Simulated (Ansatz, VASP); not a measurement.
# Two plane-wave programs on Y

```
CELL_PARAMETERS angstrom
1.85740 3.21712 0.00000
-1.85740 3.21712 0.00000
0.00000 0.00000 5.84160
ATOMIC_POSITIONS crystal
Y 0.33330 0.33340 0.25000
Y 0.66660 0.66670 0.75000
```

Alike in both runs: task single point; functional PBE; k mesh 10 × 10 × 6; occupations fermi-dirac, width 0.0784 eV; no spin polarisation.

```csv
,VASP,Ansatz
version,VASP 6.6.1,Ansatz 0.2.0
potentials or method,"VASP PAW PBE potentials, release 64 (Y_sv), cutoff 520 eV",PAW plane waves
valence electrons in the cell,22,22
```

|  | VASP | Ansatz | Ansatz less VASP |
| --- | --- | --- | --- |
| pressure (GPa) | -2.3 | -2.2 | +0.09 |
| traceless stress, the component that is largest in VASP (GPa) | -0.35 | -0.35 | -0.001 |

Ansatz's warnings: structure snapped to symmetry.
